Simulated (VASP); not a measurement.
# BaS in VASP: a series of runs

BaS is run at these levels: PBE; tasks: single point.

All numbers are computed with VASP 6.6.1; they aren't measurements. Logs are shortened: lines on timing, memory, paths and dates and some standing lists are left out, and cuts for length are marked.

## 1. The cell of the first run

It takes space group P-6m2 (No. 187, hexagonal). The conventional cell has a = 4.366 Å, b = 4.366 Å, c = 3.978 Å, α = 90.00°, β = 90.00°, γ = 120.00°. Ba (site symmetry -6m2) has 6 S at 3.21 Å and 8 Ba at 3.98 to 4.37 Å within 4.4 Å. Within 4.4 Å of S (site symmetry -6m2) lie 6 Ba at 3.21 Å and 8 S at 3.98 to 4.37 Å.

## 2. Single point, PBE

Contents of INCAR:

```
SYSTEM = BaS
  PREC = Accurate
  ENCUT = 520
  EDIFF = 1E-6
  ISMEAR = 0
  SIGMA = 0.1
  LREAL = .False.
  LASPH = .True.
  NELM = 60
  ALGO = Normal
  ISIF = 2
  LWAVE = .False.
  LCHARG = .False.
  GGA = PE
  NBANDS = 42
```

Contents of KPOINTS:

```
Automatic mesh
0
Gamma
  4 2 2
  0 0 0
```

Contents of POSCAR:

```
BaS
1.0
    4.3657349495      0.0000000000      0.0000000000
    0.0000000000      7.5616747449      0.0000000000
    0.0000000000      0.0000000000      7.9561836453
Ba S
4 4
Direct
    0.5000000000      0.5000000000      0.2500000000
    0.5000000000      0.5000000000      0.7500000000
    0.0000000000      0.0000000000      0.2500000000
    0.0000000000      0.0000000000      0.7500000000
    0.5000000000      0.1666666667      0.0000000000
    0.5000000000      0.1666666667      0.5000000000
    1.0000000000      0.6666666667      0.0000000000
    1.0000000000      0.6666666667      0.5000000000
```

Potentials or basis: VASP PAW PBE potentials, release 64 (Ba_sv, S).

Started as:

```console
$ cat potpaw_PBE.64/Ba_sv/POTCAR potpaw_PBE.64/S/POTCAR > POTCAR
$ mpirun -np 1 vasp_std > vasp.out
```

OUTCAR:

```text
SYSTEM = BaS
   PREC = Accurate
   ENCUT = 520
   EDIFF = 1E-6
   ISMEAR = 0
   LREAL = .False.
   LASPH = .True.
   NELM = 60
   ISIF = 2
   GGA = PE

 ion  position               nearest neighbor table
   1  0.500  0.500  0.250-   5 3.21   6 3.21   7 3.21   8 3.21   7 3.21   8 3.21   2 3.98   2 3.98
                             3 4.37   3 4.37   3 4.37   3 4.37
   2  0.500  0.500  0.750-   5 3.21   6 3.21   7 3.21   8 3.21   7 3.21   8 3.21   1 3.98   1 3.98
                             4 4.37   4 4.37   4 4.37   4 4.37
   3  0.000  0.000  0.250-   7 3.21   8 3.21   5 3.21   6 3.21   5 3.21   6 3.21   4 3.98   4 3.98
                             1 4.37   1 4.37   1 4.37   1 4.37
   4  0.000  0.000  0.750-   7 3.21   8 3.21   5 3.21   6 3.21   5 3.21   6 3.21   3 3.98   3 3.98
                             2 4.37   2 4.37   2 4.37   2 4.37
   5  0.500  0.167  0.000-   1 3.21   2 3.21   3 3.21   4 3.21   3 3.21   4 3.21
   6  0.500  0.167  0.500-   1 3.21   2 3.21   3 3.21   4 3.21   3 3.21   4 3.21
   7  0.000  0.667  0.000-   3 3.21   4 3.21   1 3.21   2 3.21   1 3.21   2 3.21
   8  0.000  0.667  0.500-   3 3.21   4 3.21   1 3.21   2 3.21   1 3.21   2 3.21

  LATTYP: Found a simple orthorhombic cell.
 ALAT       =     4.3657349495
 B/A-ratio  =     1.7320508076
 C/A-ratio  =     1.8224156385

  Lattice vectors:

 A1 = (   4.3657349495,   0.0000000000,   0.0000000000)
 A2 = (   0.0000000000,   7.5616747449,   0.0000000000)
 A3 = (   0.0000000000,   0.0000000000,   7.9561836453)

Analysis of symmetry for initial positions (statically):
=====================================================================
 Subroutine PRICEL returns following result:

  LATTYP: Found a hexagonal cell.
 ALAT       =     4.3657349495
 C/A-ratio  =     0.9112078192

  Lattice vectors:

 A1 = (  -4.3657349495,   0.0000000000,   0.0000000000)
 A2 = (   2.1828674748,  -3.7808373725,   0.0000000000)
 A3 = (   0.0000000000,   0.0000000000,   3.9780918227)

   4 primitive cells build up your supercell.

 Routine SETGRP: Setting up the symmetry group for a
 simple orthorhombic supercell.

 Subroutine GETGRP returns: Found  4 space group operations
 (whereof  4 operations were pure point group operations)
 out of a pool of  8 trial point group operations.

The static configuration has the point symmetry C_2v.

Analysis of symmetry for dynamics (positions and initial velocities):
=====================================================================
 Subroutine PRICEL returns following result:

  LATTYP: Found a hexagonal cell.
 ALAT       =     4.3657349495
 C/A-ratio  =     0.9112078192

  Lattice vectors:

 A1 = (  -4.3657349495,   0.0000000000,   0.0000000000)
 A2 = (   2.1828674748,  -3.7808373725,   0.0000000000)
 A3 = (   0.0000000000,   0.0000000000,   3.9780918227)

   4 primitive cells build up your supercell.

 Routine SETGRP: Setting up the symmetry group for a
 simple orthorhombic supercell.

 Subroutine GETGRP returns: Found  4 space group operations
 (whereof  4 operations were pure point group operations)
 out of a pool of  8 trial point group operations.

The dynamic configuration has the point symmetry C_2v.

 Subroutine INISYM returns: Found  4 space group operations
 (whereof  4 operations are pure point group operations),
 and found     4 'primitive' translations

----------------------------------------------------------------------------------------

                                     Primitive cell

  volume of cell :      65.6629

  direct lattice vectors                    reciprocal lattice vectors
    -4.365734950  0.000000000  0.000000000    -0.229056507 -0.132245836  0.000000000
     2.182867475 -3.780837372  0.000000000     0.000000000 -0.264491672  0.000000000
     0.000000000  0.000000000  3.978091823     0.000000000  0.000000000  0.251376802

  length of vectors
     4.365734950  4.365734949  3.978091823     0.264491672  0.264491672  0.251376802

  position of ions in fractional coordinates (direct lattice)
     0.000000000  0.000000000  0.500000000
     0.333333333  0.666666667  0.000000000

  ion indices of the primitive-cell ions
   primitive index   ion index
                 1           1
                 2           5

----------------------------------------------------------------------------------------

 KPOINTS: Automatic mesh

Automatic generation of k-mesh.
 Grid dimensions read from file:
 generate k-points for:    4    2    2

 Generating k-lattice:

  Cartesian coordinates                     Fractional coordinates (reciprocal lattice)
     0.057264127  0.000000000  0.000000000     0.250000000  0.000000000  0.000000000
     0.000000000  0.066122918  0.000000000     0.000000000  0.500000000  0.000000000
     0.000000000  0.000000000  0.062844200     0.000000000  0.000000000  0.500000000

  Length of vectors
     0.057264127  0.066122918  0.062844200

  Shift w.r.t. Gamma in fractional coordinates (k-lattice)
     0.000000000  0.000000000  0.000000000

 Subroutine IBZKPT returns following result:
 ===========================================

 Found     12 irreducible k-points:

 Following reciprocal coordinates:
            Coordinates               Weight
  0.000000  0.000000  0.000000      1.000000
  0.250000  0.000000  0.000000      2.000000
  0.500000  0.000000  0.000000      1.000000
  0.000000  0.500000  0.000000      1.000000
  0.250000  0.500000  0.000000      2.000000
  0.500000  0.500000  0.000000      1.000000
  0.000000  0.000000  0.500000      1.000000
  0.250000  0.000000  0.500000      2.000000
  0.500000  0.000000  0.500000      1.000000
  0.000000  0.500000  0.500000      1.000000
  0.250000  0.500000  0.500000      2.000000
  0.500000  0.500000  0.500000      1.000000
   k-points           NKPTS =     12   k-points in BZ     NKDIM =     12   number of bands    NBANDS=     42
   number of dos      NEDOS =    301   number of ions     NIONS =      8
   total plane-waves  NPLWV = 107520
   dimension x,y,z NGX =    32 NGY =   56 NGZ =   60
   dimension x,y,z NGXF=    64 NGYF=  112 NGZF=  120
   ions per type =               4   4
   NGX,Y,Z   is equivalent  to a cutoff of  12.19, 12.31, 12.54 a.u.
   NGXF,Y,Z  is equivalent  to a cutoff of  24.37, 24.62, 25.07 a.u.
 SYSTEM =  BaS
   PREC   = accura    normal or accurate (medium, high low for compatibility)
   ISTART =      0    job   : 0-new  1-cont  2-samecut
   ICHARG =      2    charge: 1-file 2-atom 10-const
   ISPIN  =      1    spin polarized calculation?
   LNONCOLLINEAR =      F non collinear calculations
   LSORBIT =      F    spin-orbit coupling
   LASPH  =      T    aspherical Exc in radial PAW
   ENCUT  =  520.0 eV  38.22 Ry    6.18 a.u.   8.12 14.06 14.79*2*pi/ulx,y,z
   NELM   =     60;   NELMIN=  2; NELMDL= -5     # of ELM steps
   EDIFF  = 0.1E-05   stopping-criterion for ELM
   LREAL  =      F    real-space projection
   EDIFFG = 0.1E-04   stopping-criterion for IOM
   NSW    =      0    number of steps for IOM
   IBRION =     -1    ionic relax: 0-MD 1-quasi-New 2-CG
   NFREE  =      0    steps in history (QN), initial steepest desc. (CG)
   ISIF   =      2    stress and relaxation
   ISYM   =      2    0-nonsym 1-usesym 2-fastsym
   POTIM  = 0.5000    time-step for ionic-motion
   TEBEG  =    0.0;   TEEND  =   0.0 temperature during run
   PSTRESS=    0.0 pullay stress
   NELECT =      64.0000    total number of electrons
   NUPDOWN=      -1.0000    fix difference up-down
   EMIN   =  10.00;   EMAX   =-10.00  energy-range for DOS
   EFERMI =   0.00;   METHOD = LEGACY
   ISMEAR =     0;   SIGMA  =   0.10  broadening in eV -4-tet -1-fermi 0-gaus
   EFERMI_NEDOS =   21; number of points for ismear=-14 and -15
   IALGO  =     38    algorithm
   IMIX   =      4    mixing-type and parameters
     AMIX     =   0.40;   BMIX     =  1.00
     AMIX_MAG =   1.60;   BMIX_MAG =  1.00
  volume/ion in A,a.u.               =      32.83       221.56
  Fermi-wavevector in a.u.,A,eV,Ry     =   1.022527  1.932296 14.225726  1.045561
  Thomas-Fermi vector in A             =   2.156211
   LORBIT       =      0    0 simple, 1 ext, 2 COOP (PROOUT), +10 PAW based schemes
   GGA     = PE    functional components
   LHFCALC =     F    Hartree Fock is set to
   AEXX    =    0.0000 exact exchange contribution
   IVDW    =     0    specifies the selected vdW correction
   LEPSILON=     F    determine dielectric tensor
   LRPA    =     F    only Hartree local field effects (RPA)
 non-spin polarized calculation
 Gauss-broadening in eV      SIGMA  =   0.10
  energy-cutoff  :      520.00
  volume of cell :      262.65
 maximum number of plane-waves:      7104
   NGX = 17   NGY = 29   NGZ = 29

 number of electron      63.9999999 magnetization

 Free energy of the ion-electron system (eV)
  ---------------------------------------------------
  ext. energy  EPLUGINS =         0.00000000
  ---------------------------------------------------
  free energy    TOTEN  =       -39.63729753 eV

  energy without entropy =      -39.63729753  energy(sigma->0) =      -39.63729753

 E-fermi :   2.3080     XC(G=0):  -8.5663

 val. band max:        1.8576649380   @ k =   0.0000   0.0000   0.0000
 cond. band min:       3.8207050432   @ k =   0.0000   0.0000   0.0000
 fundamental gap:      1.9630401051
 Fermi energy:         2.3079524685

 k-point     1 :       0.0000    0.0000    0.0000
  band No.  band energies     occupation
      1     -24.8627      2.00000
      2     -24.8191      2.00000
      3     -24.8006      2.00000
      4     -24.7623      2.00000
      5     -11.0535      2.00000
      6     -10.8805      2.00000
[... 34 lines left out ...]
     41       6.7539      0.00000
     42       6.8785      0.00000

 k-point     2 :       0.2500    0.0000    0.0000
  band No.  band energies     occupation
      1     -24.8455      2.00000
      2     -24.8146      2.00000
      3     -24.7855      2.00000
      4     -24.7583      2.00000
      5     -10.8657      2.00000
      6     -10.8304      2.00000
[... 34 lines left out ...]
     41       6.4940      0.00000
     42       6.6955      0.00000

 k-point     3 :       0.5000    0.0000    0.0000
  band No.  band energies     occupation
      1     -24.8191      2.00000
      2     -24.8191      2.00000
      3     -24.7623      2.00000
      4     -24.7623      2.00000
      5     -10.7939      2.00000
      6     -10.7939      2.00000
[... 34 lines left out ...]
     41       6.8859      0.00000
     42       6.8859      0.00000

 k-point     4 :       0.0000    0.5000    0.0000
  band No.  band energies     occupation
      1     -24.8410      2.00000
      2     -24.8410      2.00000
      3     -24.7815      2.00000
      4     -24.7815      2.00000
      5     -10.8106      2.00000
      6     -10.8106      2.00000
[... 304 lines left out ...]
     41       6.5530      0.00000
     42       6.5530      0.00000

 k-point    11 :       0.2500    0.5000    0.5000
  band No.  band energies     occupation
      1     -24.8012      2.00000
      2     -24.8012      2.00000
      3     -24.8012      2.00000
      4     -24.8012      2.00000
      5     -10.5438      2.00000
      6     -10.5438      2.00000
[... 34 lines left out ...]
     41       7.0011      0.00000
     42       7.0011      0.00000

 k-point    12 :       0.5000    0.5000    0.5000
  band No.  band energies     occupation
      1     -24.7909      2.00000
      2     -24.7909      2.00000
      3     -24.7909      2.00000
      4     -24.7909      2.00000
      5     -10.6535      2.00000
      6     -10.6535      2.00000
[... 34 lines left out ...]
     41       7.8634      0.00000
     42       7.8640      0.00000

------------------------ aborting loop because EDIFF is reached ----------------------------------------

  FORCE on cell =-STRESS in cart. coord.  units (eV):
  Direction    XX          YY          ZZ          XY          YZ          ZX
  --------------------------------------------------------------------------------------
  -------------------------------------------------------------------------------------
  Total        0.9257767      0.9097018      1.3041028      0.0000000      0.0000000      0.0000000
  in kB        5.6472453      5.5491887      7.9550380      0.0000000      0.0000000      0.0000000
  external PRESSURE =       6.3838240 kB  Pullay stress =       0.0000000 kB

 VOLUME and BASIS-vectors are now :
 -----------------------------------------------------------------------------
  energy-cutoff  :      520.00
  volume of cell :      262.65
      direct lattice vectors                 reciprocal lattice vectors
     4.365734950  0.000000000  0.000000000     0.229056507  0.000000000  0.000000000
     0.000000000  7.561674745  0.000000000     0.000000000  0.132245836  0.000000000
     0.000000000  0.000000000  7.956183645     0.000000000  0.000000000  0.125688401

 POSITION                                       TOTAL-FORCE (eV/Angst)
 -----------------------------------------------------------------------------------
      2.18287      3.78084      1.98905         0.000000      0.001810     -0.000000
      2.18287      3.78084      5.96714         0.000000      0.001810     -0.000000
      0.00000      0.00000      1.98905         0.000000      0.001810     -0.000000
      0.00000      0.00000      5.96714        -0.000000      0.001810     -0.000000
      2.18287      1.26028      0.00000        -0.000000     -0.001810      0.000000
      2.18287      1.26028      3.97809        -0.000000     -0.001810     -0.000000
      0.00000      5.04112      0.00000        -0.000000     -0.001810      0.000000
      0.00000      5.04112      3.97809        -0.000000     -0.001810     -0.000000
 -----------------------------------------------------------------------------------
    total drift:                                0.000000     -0.000419      0.000001

  FREE ENERGIE OF THE ION-ELECTRON SYSTEM (eV)
  ---------------------------------------------------
  free  energy   TOTEN  =       -39.6372975296 eV

  energy  without entropy=      -39.6372975296  energy(sigma->0) =      -39.63729753
```

Run time: 4.8 min. Hardware: 1 thread of Oxide Virtual Turin-like, shared host; peak memory 0.34 GiB.

Results:

| Quantity | Value |
| --- | --- |
| Free energy | -39.6373 eV |
| Pressure | 0.6 GPa |
| Band gap on the k mesh | 1.96 eV |

Levels at points of the mesh, in eV from the valence-band top:
```csv
k point,band 28,band 29,band 30,band 31,band 32,band 33,band 34,band 35,band 36,band 37
"(0.00, 0.00, 0.00)",-0.66,-0.66,-0.66,-0.44,0.00,1.96,2.17,3.05,3.59,3.85
"(0.50, 0.00, 0.00)",-0.79,-0.64,-0.64,-0.51,-0.51,3.00,3.00,3.56,3.56,3.97
"(0.00, 0.50, 0.00)",-0.93,-0.61,-0.61,-0.35,-0.35,2.43,2.43,3.13,3.13,4.37
"(0.50, 0.50, 0.00)",-1.24,-0.66,-0.66,-0.44,-0.44,2.17,2.17,3.59,3.59,4.90
"(0.00, 0.00, 0.50)",-0.87,-0.72,-0.72,-0.72,-0.72,3.15,3.15,3.63,3.63,4.11
"(0.50, 0.00, 0.50)",-1.33,-0.81,-0.81,-0.81,-0.81,3.41,3.41,3.41,3.41,4.92
"(0.00, 0.50, 0.50)",-0.93,-0.78,-0.78,-0.78,-0.78,3.04,3.04,3.04,3.04,4.62
"(0.50, 0.50, 0.50)",-0.88,-0.87,-0.87,-0.87,-0.87,3.15,3.15,3.15,3.15,4.69
```

Caveat: spin-orbit coupling is left out, which moves the levels of the heavy elements. A k mesh can miss the band edges.

## 3. Single point, PBE

Contents of INCAR:

```
  PREC = Accurate
  ENCUT = 520
  EDIFF = 1E-6
  ISMEAR = 0
  SIGMA = 0.1
  LREAL = F
  LASPH = T
  NELM = 60
  ALGO = Normal
  ISIF = 2
  LWAVE = F
  LCHARG = T
  GGA = PE
  LELF = T
  LVHAR = T
  NBANDS = 42
```

Contents of KPOINTS:

```
Automatic mesh
0
Gamma
  4 2 2
```

Contents of POSCAR:

```
BaS
1.0
    4.3673753644      0.0041476420      0.0021569961
    0.0072763193      7.5510337822     -0.0028548180
    0.0039434379     -0.0029331452      7.9573633136
Ba S
4 4
Direct
    0.4992265696      0.4994299656      0.2487699493
    0.4992364045      0.5008476282      0.7488055679
    0.0010032031     -0.0006921088      0.2511341139
    0.0014118897      0.0009749881      0.7511096357
    0.5021678602      0.1669384806      0.0003563792
    0.5006811215      0.1662957085      0.5003894784
    0.9981684833      0.6666800150     -0.0001430756
    0.9981044679      0.6661919894      0.4995779512
```

Potentials or basis: VASP PAW PBE potentials, release 64 (Ba_sv, S).

Started as:

```console
$ cat potpaw_PBE.64/Ba_sv/POTCAR potpaw_PBE.64/S/POTCAR > POTCAR
$ mpirun -np 1 vasp_std > vasp.out
```

Wall time 5.6 min (1 thread of Oxide Virtual Turin-like, shared host); peak memory 0.33 GiB.

Results (log left out):

* Free energy: -39.6358 eV
* Pressure: 0.7 GPa
* Largest force: 0.019 eV/Å
* Band gap on the k mesh: 1.96 eV

Forces in eV/Å, atoms in the order of the input:
```
Ba  -0.001  0.009  0.015
Ba   0.000 -0.007  0.012
Ba   0.000  0.015 -0.012
Ba  -0.004 -0.015 -0.010
S   -0.015 -0.010 -0.001
S    0.000  0.002 -0.002
S    0.010  0.001 -0.009
S    0.009  0.006  0.006
```

Stress tensor (GPa, compression positive):
```
 0.59 -0.03 -0.02
-0.03  0.63  0.01
-0.02  0.01  0.80
```

Levels at points of the mesh, in eV from the valence-band top:
| k point | band 30 | band 31 | band 32 | band 33 | band 34 | band 35 |
| --- | --- | --- | --- | --- | --- | --- |
| (0.00, 0.00, 0.00) | -0.65 | -0.44 | 0.00 | 1.96 | 2.17 | 3.05 |
| (0.50, 0.00, 0.00) | -0.64 | -0.51 | -0.50 | 3.00 | 3.01 | 3.56 |
| (0.00, 0.50, 0.00) | -0.61 | -0.35 | -0.35 | 2.44 | 2.44 | 3.13 |
| (0.50, 0.50, 0.00) | -0.66 | -0.43 | -0.43 | 2.17 | 2.17 | 3.58 |
| (0.00, 0.00, 0.50) | -0.72 | -0.71 | -0.71 | 3.15 | 3.16 | 3.63 |
| (0.50, 0.00, 0.50) | -0.81 | -0.80 | -0.80 | 3.41 | 3.41 | 3.42 |
| (0.00, 0.50, 0.50) | -0.79 | -0.78 | -0.78 | 3.04 | 3.04 | 3.05 |
| (0.50, 0.50, 0.50) | -0.86 | -0.86 | -0.85 | 3.14 | 3.15 | 3.15 |

Caveat: spin-orbit coupling is left out, which moves the levels of the heavy elements. A k mesh can miss the band edges.
